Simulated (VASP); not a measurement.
# CdS5 (P2_12_12) in VASP: relaxation of cell and atoms with PBE

Aim: the relaxation of cell and atoms of CdS5 with PBE.

Everything below comes from runs of VASP 6.6.1. Logs are shortened: lines on timing, memory, paths and dates and some standing lists are left out, and cuts for length are marked.

## (1) The cell of the first run

The structure is orthorhombic, space group P2_12_12 (No. 18). Conventional cell: a = 4.200 Å, b = 4.500 Å, c = 14.300 Å, α = 90.00°, β = 90.00°, γ = 90.00°. Within 3.3 Å of Cd (site symmetry 2) lie 4 S at 2.50 to 2.63 Å and 4 Cd at 3.08 Å. Within 2.7 Å of S (site symmetry 1) lie 2 S at 2.06 Å. Within 2.7 Å of S (site symmetry 1) lie 2 S at 2.06 Å. Within 3.3 Å of S (site symmetry 2) lie 4 Cd at 2.50 to 2.63 Å and 2 S at 3.24 Å.

## (2) Relaxation of cell and atoms, PBE

The input, INCAR:

```
ALGO = Normal ; EDIFF = 1E-6
EDIFFG = -0.08 ; ENCUT = 600
GGA = PE ; IBRION = 2
ISIF = 3 ; ISMEAR = 0
LASPH = T ; LCHARG = F
LREAL = F ; LWAVE = F
NELM = 100 ; NSW = 36
PREC = Accurate ; SIGMA = 0.2
```

The input, KPOINTS:

```
k-points
0
Gamma
  4 4 2
```

The input, POSCAR:

```
CdS5
1.0
    4.2000000000      0.0000000000      0.0000000000
    0.0000000000      4.5000000000      0.0000000000
    0.0000000000      0.0000000000     14.3000000000
Cd S
2 10
Direct
    0.0000000000      0.0000000000      0.0000000000
    0.5000000000      0.5000000000      0.0000000000
    0.3750000000      0.6970000000      0.2830000000
    0.6250000000      0.3030000000      0.2830000000
    0.8750000000      0.3030000000      0.4070000000
    0.1250000000      0.6970000000      0.4070000000
    0.8750000000      0.8030000000      0.7170000000
    0.1250000000      0.1970000000      0.7170000000
    0.3750000000      0.1970000000      0.5930000000
    0.6250000000      0.8030000000      0.5930000000
    0.5000000000      0.0000000000      0.9050000000
    0.0000000000      0.5000000000      0.0950000000
```

Potentials or basis: VASP PAW PBE potentials, release 64 (Cd, S).

On the command line:

```console
$ cat potpaw_PBE.64/Cd/POTCAR potpaw_PBE.64/S/POTCAR > POTCAR
$ mpirun -np 1 vasp_std > vasp.out
```

OUTCAR:

```text
EDIFF = 1E-6
   EDIFFG = -0.08
   ENCUT = 600
   GGA = PE
   IBRION = 2
   ISIF = 3
   ISMEAR = 0
   LASPH = T
   LREAL = F
   NELM = 100
   NSW = 36
   PREC = Accurate

 ion  position               nearest neighbor table
   1  0.000  0.000  0.000-  11 2.50  11 2.50  12 2.63  12 2.63   2 3.08   2 3.08   2 3.08   2 3.08

   2  0.500  0.500  0.000-  12 2.50  12 2.50  11 2.63  11 2.63   1 3.08   1 3.08   1 3.08   1 3.08

   3  0.375  0.697  0.283-   4 2.06   6 2.06
   4  0.625  0.303  0.283-   3 2.06   5 2.06
   5  0.875  0.303  0.407-   6 2.06   4 2.06
   6  0.125  0.697  0.407-   5 2.06   3 2.06
   7  0.875  0.803  0.717-   8 2.06  10 2.06
   8  0.125  0.197  0.717-   7 2.06   9 2.06
   9  0.375  0.197  0.593-  10 2.06   8 2.06
  10  0.625  0.803  0.593-   9 2.06   7 2.06
  11  0.500  0.000  0.905-   1 2.50   1 2.50   2 2.63   2 2.63
  12  0.000  0.500  0.095-   2 2.50   2 2.50   1 2.63   1 2.63

  LATTYP: Found a simple orthorhombic cell.
 ALAT       =     4.2000000000
 B/A-ratio  =     1.0714285714
 C/A-ratio  =     3.4047619048

  Lattice vectors:

 A1 = (   4.2000000000,   0.0000000000,   0.0000000000)
 A2 = (   0.0000000000,   4.5000000000,   0.0000000000)
 A3 = (   0.0000000000,   0.0000000000,  14.3000000000)

Analysis of symmetry for initial positions (statically):
=====================================================================
 Subroutine PRICEL returns:
 Original cell was already a primitive cell.

 Routine SETGRP: Setting up the symmetry group for a
 simple orthorhombic supercell.

 Subroutine GETGRP returns: Found  4 space group operations
 (whereof  2 operations were pure point group operations)
 out of a pool of  8 trial point group operations.

The static configuration has the point symmetry C_2 .
 The point group associated with its full space group is D_2 .

Analysis of symmetry for dynamics (positions and initial velocities):
=====================================================================
 Subroutine PRICEL returns:
 Original cell was already a primitive cell.

 Routine SETGRP: Setting up the symmetry group for a
 simple orthorhombic supercell.

 Subroutine GETGRP returns: Found  4 space group operations
 (whereof  2 operations were pure point group operations)
 out of a pool of  8 trial point group operations.

The dynamic configuration has the point symmetry C_2 .
 The point group associated with its full space group is D_2 .

 Subroutine INISYM returns: Found  4 space group operations
 (whereof  2 operations are pure point group operations),
 and found     1 'primitive' translations

[... 113 lines left out ...]
   ISIF   =      3    stress and relaxation
   ISYM   =      2    0-nonsym 1-usesym 2-fastsym
   POTIM  = 0.5000    time-step for ionic-motion
   TEBEG  =    0.0;   TEEND  =   0.0 temperature during run
   PSTRESS=    0.0 pullay stress
   NELECT =      84.0000    total number of electrons
   NUPDOWN=      -1.0000    fix difference up-down
   EMIN   =  10.00;   EMAX   =-10.00  energy-range for DOS
   EFERMI =   0.00;   METHOD = LEGACY
   ISMEAR =     0;   SIGMA  =   0.20  broadening in eV -4-tet -1-fermi 0-gaus
   EFERMI_NEDOS =   21; number of points for ismear=-14 and -15
   IALGO  =     38    algorithm
   IMIX   =      4    mixing-type and parameters
     AMIX     =   0.40;   BMIX     =  1.00
     AMIX_MAG =   1.60;   BMIX_MAG =  1.00
  volume/ion in A,a.u.               =      22.52       151.99
  Fermi-wavevector in a.u.,A,eV,Ry     =   1.108925  2.095563 16.731269  1.229714
  Thomas-Fermi vector in A             =   2.245458
   LORBIT       =      0    0 simple, 1 ext, 2 COOP (PROOUT), +10 PAW based schemes
   GGA     = PE    functional components
   LHFCALC =     F    Hartree Fock is set to
   AEXX    =    0.0000 exact exchange contribution
   IVDW    =     0    specifies the selected vdW correction
   LEPSILON=     F    determine dielectric tensor
   LRPA    =     F    only Hartree local field effects (RPA)
 conjugate gradient relaxation of ions
 non-spin polarized calculation
 Gauss-broadening in eV      SIGMA  =   0.20
  energy-cutoff  :      600.00
  volume of cell :      270.27
 maximum number of plane-waves:      9064
 NGX is ok and might be reduce to    36
   NGX = 17   NGY = 17   NGZ = 57

--------------------------------------- Ionic step        1  -------------------------------------------

 number of electron      84.0000007 magnetization

 Free energy of the ion-electron system (eV)
  ---------------------------------------------------
  ext. energy  EPLUGINS =         0.00000000
  ---------------------------------------------------
  free energy    TOTEN  =       -41.79921416 eV

  energy without entropy =      -41.79832586  energy(sigma->0) =      -41.79877001

------------------------ aborting loop because EDIFF is reached ----------------------------------------

  FORCE on cell =-STRESS in cart. coord.  units (eV):
  Direction    XX          YY          ZZ          XY          YZ          ZX
  --------------------------------------------------------------------------------------
  -------------------------------------------------------------------------------------
  Total       10.5775962     16.5817692      8.4595881      0.0000000      0.0000000      0.0000000
  in kB       62.7046465     98.2977565     50.1489633      0.0000000      0.0000000      0.0000000
  external PRESSURE =      70.3837887 kB  Pullay stress =       0.0000000 kB
[... 119 lines left out ...]
  FREE ENERGIE OF THE ION-ELECTRON SYSTEM (eV)
  ---------------------------------------------------
  free  energy   TOTEN  =       -42.5787575630 eV

  energy  without entropy=      -42.5785093120  energy(sigma->0) =      -42.57863344

[... ionic steps 4 to 28 ...]

--------------------------------------- Ionic step       29  -------------------------------------------

 number of electron      83.9999973 magnetization

------------------------ aborting loop because EDIFF is reached ----------------------------------------
[... 87 lines left out ...]
--------------------------------------- Ionic step       31  -------------------------------------------

 number of electron      83.9999973 magnetization

 Free energy of the ion-electron system (eV)
  ---------------------------------------------------
  ext. energy  EPLUGINS =         0.00000000
  ---------------------------------------------------
  free energy    TOTEN  =       -43.77703555 eV

  energy without entropy =      -43.77703510  energy(sigma->0) =      -43.77703532

 E-fermi :   0.9396     XC(G=0):  -7.2407

 val. band max:        0.2761765350   @ k =   0.0000   0.5000   0.5000
 cond. band min:       1.5834245421   @ k =   0.0000   0.0000   0.0000
 fundamental gap:      1.3072480071
 Fermi energy:         0.9396251198

 k-point     1 :       0.0000    0.0000    0.0000
  band No.  band energies     occupation
      1     -16.1706      2.00000
      2     -16.1502      2.00000
      3     -13.8434      2.00000
      4     -13.8093      2.00000
      5     -11.9421      2.00000
      6     -11.9280      2.00000
[... 982 lines left out ...]
  FREE ENERGIE OF THE ION-ELECTRON SYSTEM (eV)
  ---------------------------------------------------
  free  energy   TOTEN  =       -43.7770355452 eV

  energy  without entropy=      -43.7770350951  energy(sigma->0) =      -43.77703532

 reached required accuracy - stopping structural energy minimisation
```

Wall time 52 min (1 thread of Intel Xeon 6975P-C (Granite Rapids), shared host); peak memory 0.57 GiB.

Results:

```
Free energy                           : -43.7770 eV
Relaxed volume                        : 32.71 Å³/atom
Relaxed cell                          : a = 4.553 Å, b = 5.158 Å, c = 16.713 Å, α = 90.00°, β = 90.00°, γ = 90.00°
Space group after relaxing (to 0.1 Å) : P2_12_12 (No. 18)
Energy gained by relaxing             : 164.8 meV/atom
Ionic steps                           : 31
Pressure after relaxing               : 0.0 GPa
Largest force after relaxing          : 0.079 eV/Å
Band gap on the k mesh                : 1.31 eV (least direct gap 1.75 eV)
```

Forces in eV/Å, atoms in the order of the input:
```
Cd   0.000  0.000 -0.066
Cd   0.000  0.000  0.066
S   -0.032  0.071 -0.012
S    0.032 -0.071 -0.012
S    0.000  0.004  0.017
S    0.000 -0.004  0.017
S   -0.032 -0.071  0.012
S    0.032  0.071  0.012
S    0.000 -0.004 -0.017
S    0.000  0.004 -0.017
S    0.000  0.000 -0.018
S    0.000  0.000  0.018
```

The path:
```csv
step,energy change (eV),largest force (eV/Å),pressure (GPa),volume (Å³)
1,0.0000,0.4751,7.04,270.27
2,-0.7645,1.4638,-1.50,310.77
3,-0.7795,1.3409,-0.63,304.97
4,-1.2876,0.8003,0.39,316.11
5,-1.4058,0.8385,1.39,323.89
6,-1.5826,0.8526,-0.03,342.30
7,-1.6240,0.8676,-0.88,357.63
8,-1.7611,0.5508,-0.02,365.07
9,-1.7885,0.7374,0.58,370.07
10,-1.8731,0.2878,-0.05,378.14
11,-1.8880,0.1502,-0.42,383.29
12,-1.9029,0.1258,-0.17,382.86
13,-1.9105,0.1736,0.20,382.25
14,-1.9199,0.1449,0.06,383.69
15,-1.9231,0.1345,-0.09,385.25
16,-1.9290,0.1547,0.11,385.21
17,-1.9296,0.1650,0.21,385.19
18,-1.9344,0.1541,0.14,386.04
19,-1.9432,0.1189,-0.05,388.60
20,-1.9341,0.2671,-0.43,393.71
21,-1.9444,0.1023,-0.15,389.88
22,-1.9500,0.1004,-0.03,389.70
23,-1.9548,0.1348,0.21,389.29
24,-1.9590,0.1022,0.09,390.12
25,-1.9605,0.1811,-0.12,391.64
26,-1.9609,0.1509,-0.06,391.15
27,-1.9658,0.1013,-0.03,391.47
28,-1.9725,0.1578,0.06,392.35
29,-1.9762,0.0824,-0.10,393.18
30,-1.9763,0.0821,-0.13,393.32
31,-1.9778,0.0793,0.00,392.47
```

Final structure:
```xyz
12
Lattice="4.5529 0.0000 0.0000 0.0000 5.1579 0.0000 0.0000 0.0000 16.7128" Properties=species:S:1:pos:R:3 pbc="T T T"
Cd    0.0000    0.0000    0.2312
Cd    2.2764    2.5790   16.4816
S     1.8973    3.4814    5.0284
S     2.6556    1.6765    5.0284
S     4.1730    1.6736    6.6536
S     0.3798    3.4843    6.6536
S     4.1738    4.2555   11.6844
S     0.3791    0.9025   11.6844
S     1.8966    0.9054   10.0592
S     2.6563    4.2525   10.0592
S     2.2764    0.0000   15.6970
S     0.0000    2.5790    1.0159
```

Caveat: the volume moved by over 15 % at a fixed basis, so the end points are rough; the relaxation stopped at a loose force limit of 0.08 eV/Å, so its end isn't a converged minimum. A k mesh can miss the band edges.
